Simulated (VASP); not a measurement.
# Si4Mo3 (R32) in VASP: relaxation of cell and atoms with PBE

Aim: the relaxation of cell and atoms of Si4Mo3 with PBE.

All numbers are computed with VASP 6.6.1; they aren't measurements. Logs are shortened: lines on timing, memory, paths and dates and some standing lists are left out, and cuts for length are marked.

### Step 1. The cell of the first run

The structure is trigonal, space group R32 (No. 155). Conventional cell: a = 6.351 Å, b = 6.351 Å, c = 11.868 Å, α = 90.00°, β = 90.00°, γ = 120.00°. Within 2.7 Å of Si (site symmetry 3) lie 1 Si at 2.04 Å and 3 Mo at 2.46 Å. Si (site symmetry 3) has 3 Mo at 1.91 Å and 1 Si at 2.04 Å within 2.5 Å. Mo (site symmetry 2) has 4 Si at 1.91 to 2.46 Å within 2.5 Å.

The cell was built from a structure type or drawn by symmetry, and may not be a known phase.

### Step 2. Relaxation of cell and atoms, PBE

INCAR reads:

```
  ALGO = Normal
  EDIFF = 1E-7
  EDIFFG = -0.08
  ENCUT = 500
  GGA = PE
  GGA_COMPAT = False
  IBRION = 2
  ISIF = 3
  ISMEAR = 0
  LASPH = True
  LCHARG = False
  LREAL = False
  LWAVE = False
  NELM = 120
  NELMIN = 4
  NSW = 36
  PREC = Accurate
  SIGMA = 0.2
```

KPOINTS reads:

```
k-points
0
Gamma
  3 3 3
```

POSCAR reads:

```
Si4Mo3
1.0
    3.1754604900      1.8333529700      3.9558819800
   -3.1754604900      1.8333529700      3.9558819800
    0.0000000000     -3.6667059400      3.9558819800
Si Mo
4 3
Direct
    0.6977242800      0.6977242800      0.6977242800
    0.3022757200      0.3022757200      0.3022757200
    0.8697166300      0.8697166300      0.8697166300
    0.1302833700      0.1302833700      0.1302833700
    0.0536722000      0.9463278000      0.5000000000
    0.5000000000      0.0536722000      0.9463278000
    0.9463278000      0.5000000000      0.0536722000
```

Potentials or basis: VASP PAW PBE potentials, release 64 (Si, Mo_sv).

Command:

```bash
cat potpaw_PBE.64/Si/POTCAR potpaw_PBE.64/Mo_sv/POTCAR > POTCAR
mpirun -np 1 vasp_std > vasp.out
```

OUTCAR:

```text
EDIFF = 1E-7
   EDIFFG = -0.08
   ENCUT = 500
   GGA = PE
   IBRION = 2
   ISIF = 3
   ISMEAR = 0
   LASPH = True
   LREAL = False
   NELM = 120
   NELMIN = 4
   NSW = 36
   PREC = Accurate

 ion  position               nearest neighbor table
   1  0.698  0.698  0.698-   3 2.04   6 2.46   7 2.46   5 2.46
   2  0.302  0.302  0.302-   4 2.04   7 2.46   6 2.46   5 2.46
   3  0.870  0.870  0.870-   6 1.91   7 1.91   5 1.91   1 2.04   4 3.09
   4  0.130  0.130  0.130-   7 1.91   6 1.91   5 1.91   2 2.04   3 3.09
   5  0.054  0.946  0.500-   3 1.91   4 1.91   1 2.46   2 2.46   7 3.23   6 3.23   6 3.23   7 3.23

   6  0.500  0.054  0.946-   3 1.91   4 1.91   1 2.46   2 2.46   7 3.23   7 3.23   5 3.23   5 3.23

   7  0.946  0.500  0.054-   4 1.91   3 1.91   2 2.46   1 2.46   6 3.23   6 3.23   5 3.23   5 3.23

  LATTYP: Found a trigonal (rhomboedric) cell.
 ALAT       =     5.3938608321
 COS(alpha) =     0.3068233119

  Lattice vectors:

 A1 = (   3.1754604900,   1.8333529700,   3.9558819800)
 A2 = (  -3.1754604900,   1.8333529700,   3.9558819800)
 A3 = (   0.0000000000,  -3.6667059400,   3.9558819800)

Analysis of symmetry for initial positions (statically):
=====================================================================
 Subroutine PRICEL returns:
 Original cell was already a primitive cell.

 Routine SETGRP: Setting up the symmetry group for a
 trigonal (rhombohedral) supercell.

 Subroutine GETGRP returns: Found  6 space group operations
 (whereof  6 operations were pure point group operations)
 out of a pool of 12 trial point group operations.

The static configuration has the point symmetry D_3 .

Analysis of symmetry for dynamics (positions and initial velocities):
=====================================================================
 Subroutine PRICEL returns:
 Original cell was already a primitive cell.

 Routine SETGRP: Setting up the symmetry group for a
 trigonal (rhombohedral) supercell.

 Subroutine GETGRP returns: Found  6 space group operations
 (whereof  6 operations were pure point group operations)
 out of a pool of 12 trial point group operations.

The dynamic configuration has the point symmetry D_3 .

 Subroutine INISYM returns: Found  6 space group operations
 (whereof  6 operations are pure point group operations),
 and found     1 'primitive' translations

----------------------------------------------------------------------------------------

                                     Primitive cell

  volume of cell :     138.1807

  direct lattice vectors                    reciprocal lattice vectors
     3.175460490  1.833352970  3.955881980     0.157457478  0.090908117  0.084262709
    -3.175460490  1.833352970  3.955881980    -0.157457478  0.090908117  0.084262709
     0.000000000 -3.666705940  3.955881980     0.000000000 -0.181816234  0.084262709

  length of vectors
     5.393860832  5.393860832  5.393860833     0.200392982  0.200392982  0.200392982

  position of ions in fractional coordinates (direct lattice)
     0.697724280  0.697724280  0.697724280
     0.302275720  0.302275720  0.302275720
     0.869716630  0.869716630  0.869716630
     0.130283370  0.130283370  0.130283370
     0.053672200  0.946327800  0.500000000
     0.500000000  0.053672200  0.946327800
     0.946327800  0.500000000  0.053672200

  ion indices of the primitive-cell ions
   primitive index   ion index
                 1           1
                 2           2
                 3           3
                 4           4
                 5           5
                 6           6
                 7           7

----------------------------------------------------------------------------------------

 KPOINTS: k-points

Automatic generation of k-mesh.
 Grid dimensions read from file:
 generate k-points for:    3    3    3

 Generating k-lattice:

  Cartesian coordinates                     Fractional coordinates (reciprocal lattice)
     0.052485826  0.030302706  0.028087570     0.333333333 -0.000000000  0.000000000
    -0.052485826  0.030302706  0.028087570    -0.000000000  0.333333333  0.000000000
     0.000000000 -0.060605411  0.028087570     0.000000000  0.000000000  0.333333333

  Length of vectors
     0.066797661  0.066797661  0.066797661

  Shift w.r.t. Gamma in fractional coordinates (k-lattice)
     0.000000000  0.000000000  0.000000000

 Subroutine IBZKPT returns following result:
 ===========================================

 Found      6 irreducible k-points:

 Following reciprocal coordinates:
            Coordinates               Weight
  0.000000  0.000000  0.000000      1.000000
  0.333333  0.000000  0.000000      6.000000
  0.333333  0.333333  0.000000      6.000000
 -0.333333  0.333333  0.000000      6.000000
  0.333333  0.333333  0.333333      2.000000
 -0.333333  0.333333  0.333333      6.000000
   k-points           NKPTS =      6   k-points in BZ     NKDIM =      6   number of bands    NBANDS=     34
   number of dos      NEDOS =    301   number of ions     NIONS =      7
   total plane-waves  NPLWV =  64000
   dimension x,y,z NGX =    40 NGY =   40 NGZ =   40
   dimension x,y,z NGXF=    80 NGYF=   80 NGZF=   80
   ions per type =               4   3
   NGX,Y,Z   is equivalent  to a cutoff of  12.33, 12.33, 12.33 a.u.
   NGXF,Y,Z  is equivalent  to a cutoff of  24.66, 24.66, 24.66 a.u.
 SYSTEM =  unknown system
   PREC   = accura    normal or accurate (medium, high low for compatibility)
   ISTART =      0    job   : 0-new  1-cont  2-samecut
   ICHARG =      2    charge: 1-file 2-atom 10-const
   ISPIN  =      1    spin polarized calculation?
   LNONCOLLINEAR =      F non collinear calculations
   LSORBIT =      F    spin-orbit coupling
   LASPH  =      T    aspherical Exc in radial PAW
   ENCUT  =  500.0 eV  36.75 Ry    6.06 a.u.   9.83  9.83  9.83*2*pi/ulx,y,z
   NELM   =    120;   NELMIN=  4; NELMDL= -5     # of ELM steps
   EDIFF  = 0.1E-06   stopping-criterion for ELM
   LREAL  =      F    real-space projection
   EDIFFG = -.8E-01   stopping-criterion for IOM
   NSW    =     36    number of steps for IOM
   IBRION =      2    ionic relax: 0-MD 1-quasi-New 2-CG
   NFREE  =      1    steps in history (QN), initial steepest desc. (CG)
   ISIF   =      3    stress and relaxation
   ISYM   =      2    0-nonsym 1-usesym 2-fastsym
   POTIM  = 0.5000    time-step for ionic-motion
   TEBEG  =    0.0;   TEEND  =   0.0 temperature during run
   PSTRESS=    0.0 pullay stress
   NELECT =      58.0000    total number of electrons
   NUPDOWN=      -1.0000    fix difference up-down
   EMIN   =  10.00;   EMAX   =-10.00  energy-range for DOS
   EFERMI =   0.00;   METHOD = LEGACY
   ISMEAR =     0;   SIGMA  =   0.20  broadening in eV -4-tet -1-fermi 0-gaus
   EFERMI_NEDOS =   21; number of points for ismear=-14 and -15
   IALGO  =     38    algorithm
   IMIX   =      4    mixing-type and parameters
     AMIX     =   0.40;   BMIX     =  1.00
     AMIX_MAG =   1.60;   BMIX_MAG =  1.00
  volume/ion in A,a.u.               =      19.74       133.21
  Fermi-wavevector in a.u.,A,eV,Ry     =   1.225749  2.316331 20.442232  1.502462
  Thomas-Fermi vector in A             =   2.360776
   LORBIT       =      0    0 simple, 1 ext, 2 COOP (PROOUT), +10 PAW based schemes
   GGA     = PE    functional components
   LHFCALC =     F    Hartree Fock is set to
   AEXX    =    0.0000 exact exchange contribution
   IVDW    =     0    specifies the selected vdW correction
   LEPSILON=     F    determine dielectric tensor
   LRPA    =     F    only Hartree local field effects (RPA)
 conjugate gradient relaxation of ions
 non-spin polarized calculation
 Gauss-broadening in eV      SIGMA  =   0.20
  energy-cutoff  :      500.00
  volume of cell :      138.18
 maximum number of plane-waves:      3536
   NGX = 19   NGY = 19   NGZ = 19

--------------------------------------- Ionic step        1  -------------------------------------------

 number of electron      58.0000001 magnetization

 Free energy of the ion-electron system (eV)
  ---------------------------------------------------
  ext. energy  EPLUGINS =         0.00000000
  ---------------------------------------------------
  free energy    TOTEN  =       -29.41909535 eV

  energy without entropy =      -29.23364895  energy(sigma->0) =      -29.32637215

------------------------ aborting loop because EDIFF is reached ----------------------------------------

  FORCE on cell =-STRESS in cart. coord.  units (eV):
  Direction    XX          YY          ZZ          XY          YZ          ZX
  --------------------------------------------------------------------------------------
  -------------------------------------------------------------------------------------
  Total       59.5286231     59.5286232     22.8956006      0.0000000      0.0000000      0.0000000
  in kB      690.2223904    690.2223914    265.4698750      0.0000000      0.0000000      0.0000000
  external PRESSURE =     548.6382189 kB  Pullay stress =       0.0000000 kB
[... 794 lines left out ...]
     33      12.8223      0.00000
     34      13.2400      0.00000

[... ionic steps 4 to 31 ...]

--------------------------------------- Ionic step       32  -------------------------------------------

 number of electron      57.9999995 magnetization

------------------------ aborting loop because EDIFF is reached ----------------------------------------

  FORCE on cell =-STRESS in cart. coord.  units (eV):
  Direction    XX          YY          ZZ          XY          YZ          ZX
  --------------------------------------------------------------------------------------
  -------------------------------------------------------------------------------------
  Total        0.3669029      0.3669029      0.4647323      0.0000000      0.0000000      0.0000000
  in kB        4.8632615      4.8632616      6.1599806      0.0000000      0.0000000      0.0000000
  external PRESSURE =       5.2955012 kB  Pullay stress =       0.0000000 kB
[... 67 lines left out ...]
  energy  without entropy=      -51.1641011851  energy(sigma->0) =      -51.21720154

--------------------------------------- Ionic step       34  -------------------------------------------

 number of electron      57.9999990 magnetization

 Free energy of the ion-electron system (eV)
  ---------------------------------------------------
  ext. energy  EPLUGINS =         0.00000000
  ---------------------------------------------------
  free energy    TOTEN  =       -51.27216349 eV

  energy without entropy =      -51.16569233  energy(sigma->0) =      -51.21892791

 E-fermi :   8.4851     XC(G=0): -11.2385

 val. band max:        8.3979469839   @ k =   0.3333   0.3333   0.0000
 cond. band min:       8.5472928961   @ k =   0.3333   0.0000   0.0000
 fundamental gap:      0.1493459122
 Fermi energy:         8.4851222349

 k-point     1 :       0.0000    0.0000    0.0000
  band No.  band energies     occupation
      1     -52.1038      2.00000
      2     -52.0826      2.00000
      3     -52.0826      2.00000
      4     -26.3945      2.00000
      5     -26.2949      2.00000
      6     -26.2949      2.00000
[... 245 lines left out ...]
  FREE ENERGIE OF THE ION-ELECTRON SYSTEM (eV)
  ---------------------------------------------------
  free  energy   TOTEN  =       -51.2721634912 eV

  energy  without entropy=      -51.1656923254  energy(sigma->0) =      -51.21892791

 reached required accuracy - stopping structural energy minimisation
```

It took 7.1 min on 1 thread of Intel Xeon 6975P-C (Granite Rapids), shared host; peak memory 0.26 GiB.

Results:

| Quantity | Value |
| --- | --- |
| Free energy | -51.2722 eV |
| Relaxed volume | 17.34 Å³/atom |
| Relaxed cell | a = 5.061 Å, b = 5.061 Å, c = 5.061 Å, α = 77.34°, β = 77.34°, γ = 77.34° |
| Space group after relaxing (to 0.1 Å) | R32 (No. 155) |
| Energy gained by relaxing | 3121.9 meV/atom |
| Ionic steps | 34 |
| Pressure after relaxing | 0.1 GPa |
| Largest force after relaxing | 0.066 eV/Å |
| Band gap on the k mesh | zero (bands 29 and 30 overlap by 0.93 eV) |

Forces in eV/Å, atoms in the order of the input:
```
Si   0.000  0.000 -0.034
Si   0.000  0.000  0.034
Si   0.000  0.000 -0.066
Si   0.000  0.000  0.066
Mo  -0.020  0.000  0.000
Mo   0.010 -0.017  0.000
Mo   0.010  0.017  0.000
```

Stress tensor (GPa, compression positive):
```
-0.01  0.00  0.00
 0.00 -0.01  0.00
 0.00  0.00  0.24
```

The path:
| step | energy change (eV) | largest force (eV/Å) | pressure (GPa) | volume (Å³) |
| --- | --- | --- | --- | --- |
| 1 | 0.0000 | 13.1799 | 54.86 | 138.18 |
| 2 | -0.3073 | 4.8944 | -11.57 | 318.18 |
| 3 | -11.8686 | 1.6046 | -9.30 | 200.71 |
| 4 | -12.0972 | 1.8653 | -7.16 | 193.73 |
| 5 | -12.1559 | 2.5358 | -4.71 | 187.38 |
| 6 | -14.0006 | 2.1843 | -4.69 | 173.20 |
| 7 | -14.4272 | 3.4721 | -2.19 | 163.63 |
| 8 | -14.4505 | 2.2700 | -3.12 | 165.99 |
| 9 | -15.7824 | 3.1977 | 1.56 | 149.73 |
| 10 | -16.2636 | 10.2831 | 40.93 | 107.34 |
| 11 | -16.8838 | 4.9691 | 14.38 | 128.06 |
| 12 | -16.8009 | 8.3398 | 30.53 | 113.57 |
| 13 | -16.9900 | 6.8421 | 22.95 | 119.34 |
| 14 | -17.1705 | 6.9455 | 23.40 | 118.31 |
| 15 | -17.6576 | 7.2352 | 25.02 | 115.27 |
| 16 | -18.2693 | 7.6747 | 30.03 | 109.35 |
| 17 | -16.7890 | 6.9179 | 54.13 | 98.12 |
| 18 | -18.2448 | 7.7950 | 32.49 | 107.65 |
| 19 | -18.9560 | 6.6451 | 28.19 | 108.63 |
| 20 | -20.5105 | 3.8089 | 17.61 | 111.55 |
| 21 | -21.6056 | 1.3232 | 5.39 | 117.47 |
| 22 | -21.6052 | 1.3504 | 5.16 | 117.67 |
| 23 | -21.6876 | 0.9478 | 3.90 | 118.45 |
| 24 | -21.8170 | 0.3677 | 0.62 | 120.81 |
| 25 | -21.8251 | 0.4705 | -0.21 | 121.51 |
| 26 | -21.8252 | 0.4844 | -0.33 | 121.61 |
| 27 | -21.8330 | 0.4006 | -0.30 | 121.56 |
| 28 | -21.8457 | 0.1655 | -0.18 | 121.39 |
| 29 | -21.8466 | 0.0933 | -0.13 | 121.33 |
| 30 | -21.8478 | 0.0818 | -0.01 | 121.24 |
| 31 | -21.8500 | 0.1019 | 0.38 | 120.97 |
| 32 | -21.8502 | 0.1275 | 0.53 | 120.87 |
| 33 | -21.8512 | 0.1118 | 0.41 | 121.00 |
| 34 | -21.8531 | 0.0660 | 0.07 | 121.39 |

Final structure:
```cif
data_structure
_symmetry_space_group_name_H-M 'P 1'
_symmetry_Int_Tables_number 1
_cell_length_a 5.0609
_cell_length_b 5.0609
_cell_length_c 5.0609
_cell_angle_alpha 77.342
_cell_angle_beta 77.342
_cell_angle_gamma 77.342
_cell_volume 121.39
loop_
_atom_site_label
_atom_site_type_symbol
_atom_site_fract_x
_atom_site_fract_y
_atom_site_fract_z
_atom_site_occupancy
Si1 Si 0.67261 0.67261 0.67261 1
Si2 Si 0.32739 0.32739 0.32739 1
Si3 Si 0.89492 0.89492 0.89492 1
Si4 Si 0.10508 0.10508 0.10508 1
Mo1 Mo 0.21413 0.78587 0.50000 1
Mo2 Mo 0.50000 0.21413 0.78587 1
Mo3 Mo 0.78587 0.50000 0.21413 1
```

Caveat: the k points lie up to 0.43 Å⁻¹ apart in the final cell, too coarse for converged energies and pressures of a metal; the relaxation stopped at a loose force limit of 0.08 eV/Å, so its end isn't a converged minimum.
